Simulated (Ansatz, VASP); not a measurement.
PdPt2: VASP beside Ansatz

The input INCAR:

```
ALGO = Fast
EDIFF = 1E-6
EDIFFG = -0.01
ENCUT = 600
GGA = PE
IBRION = 2
ISIF = 3
ISMEAR = 0
LASPH = True
LCHARG = False
LREAL = False
LWAVE = False
NELM = 80
NSW = 100
PREC = Accurate
SIGMA = 0.1
```

KPOINTS

```
k-points
0
Gamma
  10 10 18
```

File POSCAR:

```
PdPt2
1.0
    5.1626374222      0.0000000000      0.0000000000
    0.0000000000      5.1626374222      0.0000000000
    0.0000000000      0.0000000000      2.5199161191
Pd Pt
1 2
Direct
    0.0000000000      0.0000000000      0.5000000000
    0.0000000000      0.5000000000      0.5000000000
    0.5000000000      0.0000000000      0.5000000000
```

Input for Ansatz:

```yaml
crystal:
  lattice:
    - [5.1626374222, 0.0, 0.0]
    - [0.0, 5.1626374222, 0.0]
    - [0.0, 0.0, 2.5199161191]
  atoms:
    - { symbol: Pd, position: [0.0, 0.0, 0.5] }
    - { symbol: Pt, position: [0.0, 0.5, 0.5] }
    - { symbol: Pt, position: [0.5, 0.0, 0.5] }
basis:
  ecutwfc: 420
kpoints:
  mp_grid: { grid: [10, 10, 18] }
hamiltonian:
  xc: pbe
scf:
  occupations: { method: gaussian, width: 0.1 }
output:
  forces: true
  stress: true
  eigenvalues: true
relax:
  adjacent_minimum: "off"
  f_tol: 0.01
  max_steps: 80
  cell: { stress_tol: 0.05 }
```

Alike in both runs: task relaxation of cell and atoms; functional PBE; k mesh 10 × 10 × 18; occupations gaussian, width 0.1 eV; no spin polarisation.

|  | VASP | Ansatz |
| --- | --- | --- |
| version | VASP 6.6.1 | Ansatz 0.2.0 |
| potentials or method | VASP PAW PBE potentials, release 64 (Pd, Pt), cutoff 600 eV | scalar-relativistic, plane waves, PAW |
| valence electrons in the cell | 30 | 54 |

|  | VASP | Ansatz | Ansatz less VASP |
| --- | --- | --- | --- |
| gap on the k mesh at the Fermi level, each at its own relaxed structure (eV) | none | none | - |
| relaxed volume (Å³/atom) | 22.29 | 22.36 | +0.070 |
| relaxed cell length with the largest relative difference (Å) | 5.153 | 5.161 | +0.0081 |

A gap of «none» marks a metal or a gap that the smearing closes. VASP's potentials hold 30 valence electrons a cell and Ansatz's 54, so a difference there can come from the potentials and not from the codes.

Spin-orbit coupling is off throughout.
